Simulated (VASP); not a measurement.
# Se (Im-3m) in VASP: settings compared, part 2 of 2

VASP 6.6.1.

**3. Single point, BLYP**

Input file INCAR:

```
  PREC = Accurate
  ENCUT = 520
  EDIFF = 1E-7
  ISMEAR = -1
  SIGMA = 0.1
  LREAL = False
  LASPH = True
  NELM = 100
  ALGO = Normal
  ISIF = 2
  LWAVE = False
  LCHARG = False
  GGA = B5
  ALDAX = 1.0
  AGGAX = 1.0
  AGGAC = 1.0
  ALDAC = 0.0
  NBANDS = 9
```

Input file KPOINTS:

```
regular mesh
0
Gamma
  13 13 13
```

Input file POSCAR:

```
Se
1.0
   -1.4038000000      1.4038000000      1.4038000000
    1.4038000000     -1.4038000000      1.4038000000
    1.4038000000      1.4038000000     -1.4038000000
Se
1
Direct
    0.0000000000      0.0000000000      0.0000000000
```

Potentials or basis: VASP PAW PBE potentials, release 64 (Se).

The run is started by

```
> cat potpaw_PBE.64/Se/POTCAR > POTCAR
> mpirun -np 1 vasp_std > vasp.out
```

OUTCAR:

```text
PREC = Accurate
   ENCUT = 520
   EDIFF = 1E-7
   ISMEAR = -1
   LREAL = False
   LASPH = True
   NELM = 100
   ISIF = 2
   GGA = B5

 ion  position               nearest neighbor table
   1  0.000  0.000  0.000-

  LATTYP: Found a body centered cubic cell.
 ALAT       =     2.8076000000

  Lattice vectors:

 A1 = (  -1.4038000000,   1.4038000000,   1.4038000000)
 A2 = (   1.4038000000,  -1.4038000000,   1.4038000000)
 A3 = (   1.4038000000,   1.4038000000,  -1.4038000000)

Analysis of symmetry for initial positions (statically):
=====================================================================
 Subroutine PRICEL returns:
 Original cell was already a primitive cell.

 Routine SETGRP: Setting up the symmetry group for a
 body centered cubic supercell.

 Subroutine GETGRP returns: Found 48 space group operations
 (whereof 48 operations were pure point group operations)
 out of a pool of 48 trial point group operations.

The static configuration has the point symmetry O_h .

Analysis of symmetry for dynamics (positions and initial velocities):
=====================================================================
 Subroutine PRICEL returns:
 Original cell was already a primitive cell.

 Routine SETGRP: Setting up the symmetry group for a
 body centered cubic supercell.

 Subroutine GETGRP returns: Found 48 space group operations
 (whereof 48 operations were pure point group operations)
 out of a pool of 48 trial point group operations.

The dynamic configuration has the point symmetry O_h .

 Subroutine INISYM returns: Found 48 space group operations
 (whereof 48 operations are pure point group operations),
 and found     1 'primitive' translations

----------------------------------------------------------------------------------------

                                     Primitive cell

  volume of cell :      11.0656

  direct lattice vectors                    reciprocal lattice vectors
    -1.403800000  1.403800000  1.403800000     0.000000000  0.356176093  0.356176093
     1.403800000 -1.403800000  1.403800000     0.356176093  0.000000000  0.356176093
     1.403800000  1.403800000 -1.403800000     0.356176093  0.356176093  0.000000000

  length of vectors
     2.431452924  2.431452924  2.431452924     0.503709062  0.503709062  0.503709062

  position of ions in fractional coordinates (direct lattice)
     0.000000000  0.000000000  0.000000000

  ion indices of the primitive-cell ions
   primitive index   ion index
                 1           1

----------------------------------------------------------------------------------------

 KPOINTS: regular mesh

Automatic generation of k-mesh.
 Grid dimensions read from file:
 generate k-points for:   13   13   13

 Generating k-lattice:

  Cartesian coordinates                     Fractional coordinates (reciprocal lattice)
     0.000000000  0.027398161  0.027398161     0.076923077  0.000000000  0.000000000
     0.027398161  0.000000000  0.027398161     0.000000000  0.076923077  0.000000000
     0.027398161  0.027398161  0.000000000     0.000000000  0.000000000  0.076923077

  Length of vectors
     0.038746851  0.038746851  0.038746851

  Shift w.r.t. Gamma in fractional coordinates (k-lattice)
     0.000000000  0.000000000  0.000000000

 Subroutine IBZKPT returns following result:
 ===========================================

 Found     84 irreducible k-points:

 Following reciprocal coordinates:
            Coordinates               Weight
  0.000000  0.000000  0.000000      1.000000
  0.076923  0.000000  0.000000     12.000000
  0.153846  0.000000  0.000000     12.000000
  0.230769  0.000000  0.000000     12.000000
  0.307692  0.000000  0.000000     12.000000
  0.384615  0.000000  0.000000     12.000000
[... 16 lines left out ...]
  0.153846  0.076923  0.076923     24.000000
  0.230769  0.076923  0.076923     24.000000
 [... further k-points ...]
   k-points           NKPTS =     84   k-points in BZ     NKDIM =     84   number of bands    NBANDS=      9
   number of dos      NEDOS =    301   number of ions     NIONS =      1
   total plane-waves  NPLWV =   5832
   dimension x,y,z NGX =    18 NGY =   18 NGZ =   18
   dimension x,y,z NGXF=    36 NGYF=   36 NGZF=   36
   ions per type =               1
   NGX,Y,Z   is equivalent  to a cutoff of  12.31, 12.31, 12.31 a.u.
   NGXF,Y,Z  is equivalent  to a cutoff of  24.61, 24.61, 24.61 a.u.
 SYSTEM =  unknown system
   PREC   = accura    normal or accurate (medium, high low for compatibility)
   ISTART =      0    job   : 0-new  1-cont  2-samecut
   ICHARG =      2    charge: 1-file 2-atom 10-const
   ISPIN  =      1    spin polarized calculation?
   LNONCOLLINEAR =      F non collinear calculations
   LSORBIT =      F    spin-orbit coupling
   LASPH  =      T    aspherical Exc in radial PAW
   ENCUT  =  520.0 eV  38.22 Ry    6.18 a.u.   4.52  4.52  4.52*2*pi/ulx,y,z
   NELM   =    100;   NELMIN=  2; NELMDL= -5     # of ELM steps
   EDIFF  = 0.1E-06   stopping-criterion for ELM
   LREAL  =      F    real-space projection
   EDIFFG = 0.1E-05   stopping-criterion for IOM
   NSW    =      0    number of steps for IOM
   IBRION =     -1    ionic relax: 0-MD 1-quasi-New 2-CG
   NFREE  =      0    steps in history (QN), initial steepest desc. (CG)
   ISIF   =      2    stress and relaxation
   ISYM   =      2    0-nonsym 1-usesym 2-fastsym
   POTIM  = 0.5000    time-step for ionic-motion
   TEBEG  =    0.0;   TEEND  =   0.0 temperature during run
   PSTRESS=    0.0 pullay stress
   NELECT =       6.0000    total number of electrons
   NUPDOWN=      -1.0000    fix difference up-down
   EMIN   =  10.00;   EMAX   =-10.00  energy-range for DOS
   EFERMI =   0.00;   METHOD = LEGACY
   ISMEAR =    -1;   SIGMA  =   0.10  broadening in eV -4-tet -1-fermi 0-gaus
   EFERMI_NEDOS =   21; number of points for ismear=-14 and -15
   IALGO  =     38    algorithm
   IMIX   =      4    mixing-type and parameters
     AMIX     =   0.40;   BMIX     =  1.00
     AMIX_MAG =   1.60;   BMIX_MAG =  1.00
  volume/ion in A,a.u.               =      11.07        74.67
  Fermi-wavevector in a.u.,A,eV,Ry     =   1.334955  2.522699 24.247014  1.782105
  Thomas-Fermi vector in A             =   2.463697
   LORBIT       =      0    0 simple, 1 ext, 2 COOP (PROOUT), +10 PAW based schemes
   GGA     = B5    functional components
   LHFCALC =     F    Hartree Fock is set to
   AEXX    =    0.0000 exact exchange contribution
   IVDW    =     0    specifies the selected vdW correction
   LEPSILON=     F    determine dielectric tensor
   LRPA    =     F    only Hartree local field effects (RPA)
 non-spin polarized calculation
  energy-cutoff  :      520.00
  volume of cell :       11.07
 maximum number of plane-waves:       321
 NGX is ok and might be reduce to    18
   NGX =  9   NGY =  9   NGZ =  9

 number of electron       6.0000001 magnetization

 Free energy of the ion-electron system (eV)
  ---------------------------------------------------
  ext. energy  EPLUGINS =         0.00000000
  ---------------------------------------------------
  free energy    TOTEN  =         1.45706320 eV

  energy without entropy =        1.47262860  energy(sigma->0) =        1.46484590

 E-fermi :  15.8063     XC(G=0): -12.8482

 val. band max:       15.5436404212   @ k =   0.2308   0.1538   0.0769
 cond. band min:      15.8088538954   @ k =  -0.3846   0.4615   0.2308
 fundamental gap:      0.2652134742
 Fermi energy:        15.8063424410

 k-point     1 :       0.0000    0.0000    0.0000
  band No.  band energies     occupation
      1      -8.0707      2.00000
      2      23.3080      0.00000
      3      23.3080      0.00000
      4      23.3080      0.00000
      5      29.9750      0.00000
      6      29.9750      0.00000
      7      29.9750      0.00000
      8      34.0646      0.00000
      9      34.0646      0.00000

 k-point     2 :       0.0769    0.0000    0.0000
  band No.  band energies     occupation
      1      -7.8470      2.00000
      2      21.6352      0.00000
      3      22.4022      0.00000
      4      23.0938      0.00000
      5      28.9435      0.00000
      6      29.5254      0.00000
      7      31.2498      0.00000
      8      32.3756      0.00000
      9      32.8566      0.00000
[... 253 lines left out ...]
 k-point    24 :       0.2308    0.0769    0.0769
  band No.  band energies     occupation
      1      -4.0695      2.00000
      2      10.3369      2.00000
      3      15.3815      1.97184
      4      17.4308      0.00000
      5      28.3292      0.00000
      6      28.4684      0.00000
      7      34.6513      0.00000
      8      35.8774      0.00000
      9      39.3357      0.00000

 [... further k-points ...]

------------------------ aborting loop because EDIFF is reached ----------------------------------------

  FORCE on cell =-STRESS in cart. coord.  units (eV):
  Direction    XX          YY          ZZ          XY          YZ          ZX
  --------------------------------------------------------------------------------------
  -------------------------------------------------------------------------------------
  Total       13.4863065     13.4863065     13.4863065      0.0000000      0.0000000     -0.0000000
  in kB     1952.6657198   1952.6657198   1952.6657198      0.0000000      0.0000000     -0.0000000
  external PRESSURE =    1952.6657198 kB  Pullay stress =       0.0000000 kB

 VOLUME and BASIS-vectors are now :
 -----------------------------------------------------------------------------
  energy-cutoff  :      520.00
  volume of cell :       11.07
      direct lattice vectors                 reciprocal lattice vectors
    -1.403800000  1.403800000  1.403800000     0.000000000  0.356176093  0.356176093
     1.403800000 -1.403800000  1.403800000     0.356176093  0.000000000  0.356176093
     1.403800000  1.403800000 -1.403800000     0.356176093  0.356176093  0.000000000

 POSITION                                       TOTAL-FORCE (eV/Angst)
 -----------------------------------------------------------------------------------
      0.00000      0.00000      0.00000         0.000000      0.000000      0.000000
 -----------------------------------------------------------------------------------
    total drift:                               -0.000000     -0.000000     -0.000000

  FREE ENERGIE OF THE ION-ELECTRON SYSTEM (eV)
  ---------------------------------------------------
  free  energy   TOTEN  =         1.4570631996 eV

  energy  without entropy=        1.4726286040  energy(sigma->0) =        1.46484590
```

OSZICAR:

```text
N       E                     dE             d eps       ncg     rms          rms(c)
DAV:   1     0.136131330756E+02    0.13613E+02   -0.35378E+03  1568   0.621E+02
DAV:   2     0.158281505304E+01   -0.12030E+02   -0.11544E+02  2110   0.851E+01
DAV:   3     0.141528580720E+01   -0.16753E+00   -0.16330E+00  1828   0.864E+00
DAV:   4     0.141512376622E+01   -0.16204E-03   -0.16203E-03  2047   0.257E-01
DAV:   5     0.141512373584E+01   -0.30375E-07   -0.30380E-07  1711   0.355E-03    0.109E+01
DAV:   6     0.144484734031E+01    0.29724E-01   -0.80970E-03  1837   0.612E-01    0.657E+00
DAV:   7     0.145702143098E+01    0.12174E-01   -0.15543E-02  1927   0.882E-01    0.136E-01
DAV:   8     0.145706923818E+01    0.47807E-04   -0.28650E-04  1693   0.122E-01    0.206E-02
DAV:   9     0.145706426658E+01   -0.49716E-05   -0.74522E-06  2116   0.216E-02    0.870E-03
DAV:  10     0.145706313473E+01   -0.11318E-05   -0.13633E-06  1668   0.102E-02    0.163E-03
DAV:  11     0.145706319959E+01    0.64859E-07   -0.28433E-08   987   0.130E-03
   1 F= 0.14570632E+01 E0= 0.14648459E+01  d E =-.155654E-01
```

stdout:

```text
POSCAR found type information on POSCAR Se
 POSCAR found :  1 types and       1 ions
 scaLAPACK will be used
 -----------------------------------------------------------------------------
|                                                                             |
|                                                                             |
|     You enforced a specific xc type in the INCAR file but a different       |
|     I HOPE YOU KNOW WHAT YOU ARE DOING!                                     |
|                                                                             |
 -----------------------------------------------------------------------------

 LDA part: xc-table for (Slater(with rela. corr.)+VWN5), standard interpolation
 POSCAR, INCAR and KPOINTS ok, starting setup
 FFT: planning ... GRIDC
 FFT: planning ... GRID_SOFT
 FFT: planning ... GRID
 WAVECAR not read
 entering main loop
```

It took 7.6 s on 1 thread of AMD EPYC 9R45 (Zen 5), shared host; peak memory 0.09 GiB.

What came out:

- Free energy: 1.4571 eV
- Pressure: 195.3 GPa
- Band gap on the k mesh: zero (band 3 reaches 23.31 eV, above the bottom of band 4 at 8.44 eV)

Caveat: the PAW data sets were made with another functional, which shifts forces and pressure a little.

**4. Single point, PBEsol**

Input file INCAR:

```
PREC     = Accurate       # precision mode
ENCUT    = 520            # plane-wave cutoff, eV
EDIFF    = 1E-7           # SCF threshold, eV
ISMEAR   = -1             # smearing method
SIGMA    = 0.1            # smearing width, eV
LREAL    = False          # projectors in reciprocal space
LASPH    = True           # aspherical terms in the spheres
NELM     = 80             # most SCF steps
ALGO     = Normal         # electronic algorithm
ISIF     = 2              # what is computed and relaxed
LWAVE    = False          # write WAVECAR
LCHARG   = False          # write CHGCAR
GGA      = PS             # functional
NBANDS   = 9              # bands
```

KPOINTS is that of step 3.

POSCAR is that of step 3.

The run is started by

```
> cat potpaw_PBE.64/Se/POTCAR > POTCAR
> mpirun -np 1 vasp_std > vasp.out
```

It took 4.3 s on 1 thread of AMD EPYC 9R45 (Zen 5), shared host; peak memory 0.09 GiB.

The run converged. Its results:

| Property | Result |
| --- | --- |
| Free energy | -0.8478 eV |
| Pressure | 164.0 GPa |
| Band gap on the k mesh | zero (band 3 reaches 22.86 eV, above the bottom of band 4 at 7.63 eV) |

Levels at points of the mesh, in eV from the Fermi level:
```csv
k point,band 1,band 2,band 3,band 4,band 5,band 6,band 7
"(0.00, 0.00, 0.00)",-23.98,7.68,7.68,7.68,14.14,14.14,14.14
```

Caveat: the PAW data sets were made with another functional, which shifts forces and pressure a little.

**5. Single point, RPBE**

Input file INCAR:

```
SYSTEM = Se
PREC = Accurate
ENCUT = 520
EDIFF = 1E-7
ISMEAR = -1
SIGMA = 0.1
LREAL = .FALSE.
LASPH = .TRUE.
NELM = 60
ALGO = Normal
ISIF = 2
LWAVE = .FALSE.
LCHARG = .TRUE.
GGA = RP
LELF = .TRUE.
LVHAR = .TRUE.
NBANDS = 9
```

Input file KPOINTS:

```
Automatic mesh
0
G
  13 13 13
  0 0 0
```

POSCAR is that of step 4.

Potentials or basis: VASP PAW PBE potentials, release 64 (Se).

The run is started by

```
> cat potpaw_PBE.64/Se/POTCAR > POTCAR
> mpirun -np 1 vasp_std > vasp.out
```

OUTCAR:

```text
SYSTEM = Se
   PREC = Accurate
   ENCUT = 520
   EDIFF = 1E-7
   ISMEAR = -1
   LREAL = .FALSE.
   LASPH = .TRUE.
   NELM = 60
   ISIF = 2
   GGA = RP

 ion  position               nearest neighbor table
   1  0.000  0.000  0.000-

  LATTYP: Found a body centered cubic cell.
 ALAT       =     2.8076000000

  Lattice vectors:

 A1 = (  -1.4038000000,   1.4038000000,   1.4038000000)
 A2 = (   1.4038000000,  -1.4038000000,   1.4038000000)
[... 467 lines left out ...]
      9      38.8450      0.00000

 [... further k-points ...]

------------------------ aborting loop because EDIFF is reached ----------------------------------------

  FORCE on cell =-STRESS in cart. coord.  units (eV):
  Direction    XX          YY          ZZ          XY          YZ          ZX
  --------------------------------------------------------------------------------------
  -------------------------------------------------------------------------------------
  Total       12.1435344     12.1435344     12.1435344     -0.0000000      0.0000000      0.0000000
  in kB     1758.2474056   1758.2474056   1758.2474056     -0.0000000      0.0000000      0.0000000
  external PRESSURE =    1758.2474056 kB  Pullay stress =       0.0000000 kB

 VOLUME and BASIS-vectors are now :
 -----------------------------------------------------------------------------
  energy-cutoff  :      520.00
  volume of cell :       11.07
      direct lattice vectors                 reciprocal lattice vectors
    -1.403800000  1.403800000  1.403800000     0.000000000  0.356176093  0.356176093
     1.403800000 -1.403800000  1.403800000     0.356176093  0.000000000  0.356176093
     1.403800000  1.403800000 -1.403800000     0.356176093  0.356176093  0.000000000

 POSITION                                       TOTAL-FORCE (eV/Angst)
 -----------------------------------------------------------------------------------
      0.00000      0.00000      0.00000         0.000000      0.000000     -0.000000
 -----------------------------------------------------------------------------------
    total drift:                               -0.000000      0.000000     -0.000000

  FREE ENERGIE OF THE ION-ELECTRON SYSTEM (eV)
  ---------------------------------------------------
  free  energy   TOTEN  =         0.5119796048 eV

  energy  without entropy=        0.5264167485  energy(sigma->0) =        0.51919818
```

Run time: 4.6 s. Hardware: 1 thread of AMD EPYC 9R45 (Zen 5), shared host; peak memory 0.09 GiB.

What came out:

```
Free energy            : 0.5120 eV
Pressure               : 175.8 GPa
Band gap on the k mesh : zero (band 3 reaches 23.14 eV, above the bottom of band 4 at 7.86 eV)
```

Caveat: the PAW data sets were made with another functional, which shifts forces and pressure a little.

**6. Single point, r2SCAN**

POSCAR is that of step 5.

Input file INCAR.step1:

```
SYSTEM = Se
PREC = Accurate ; ENCUT = 520
ISMEAR = -1 ; SIGMA = 0.1
LREAL = .FALSE. ; LASPH = .TRUE.
NELM = 60 ; NBANDS = 9
GGA = PE ; ALGO = Normal
EDIFF = 1E-4 ; LWAVE = .TRUE.
LCHARG = .FALSE.
```

Input file INCAR.step2:

```
SYSTEM = Se
PREC = Accurate ; ENCUT = 520
EDIFF = 1E-7 ; ISMEAR = -1
SIGMA = 0.1 ; LREAL = .FALSE.
LASPH = .TRUE. ; NELM = 60
ALGO = Normal ; ISIF = 2
LWAVE = .FALSE. ; LCHARG = .FALSE.
METAGGA = R2SCAN ; LMIXTAU = .TRUE.
NBANDS = 9 ; ISTART = 1
```

Input file KPOINTS:

```
regular mesh
0
G
  13 13 13
  0 0 0
```

Potentials or basis: VASP PAW PBE potentials, release 64 (Se).

The run is started by

```
> cat potpaw_PBE.64/Se/POTCAR > POTCAR
> cp INCAR.step1 INCAR
> mpirun -np 1 vasp_std > vasp.out
> cp INCAR.step2 INCAR
> mpirun -np 1 vasp_std > vasp.out
```

It took 22 s on 1 thread of AMD EPYC 9R45 (Zen 5), shared host; peak memory 0.09 GiB.

Results (log left out):

| Item | Value |
| --- | --- |
| Free energy | -10.6696 eV |
| Pressure | 174.4 GPa |
| Band gap on the k mesh | zero (band 3 reaches 23.23 eV, above the bottom of band 4 at 7.40 eV) |

Levels at points of the mesh, in eV from the Fermi level:
| k point | band 1 | band 2 | band 3 | band 4 | band 5 | band 6 |
| --- | --- | --- | --- | --- | --- | --- |
| (0.00, 0.00, 0.00) | -25.04 | 7.98 | 7.98 | 7.98 | 14.56 | 14.56 |

Caveat: the PAW data sets were made with another functional, which shifts forces and pressure a little.

**7. Overview**

```csv
level,gap on the mesh (eV),pressure (GPa)
revPBE,none,175.0
BLYP,none,195.3
PBEsol,none,164.0
RPBE,none,175.8
r2SCAN,none,174.4
```

Alike in all rows: task single point; potentials or basis VASP PAW PBE potentials, release 64 (Se); no spin polarisation; cell as given; k mesh 13 × 13 × 13; cutoff (eV) 520; smearing fermi-dirac 0.1 eV.

Every run on the cell as given and a fine mesh finds a metal. The pressure there spans 164.0 GPa (PBEsol) to 195.3 GPa (BLYP); a positive pressure means that this level wants a larger cell, a negative one a smaller.

Caveats: the PAW data sets were made with another functional, which shifts forces and pressure a little.

Absolute energies hang on the potentials; compare differences alone.
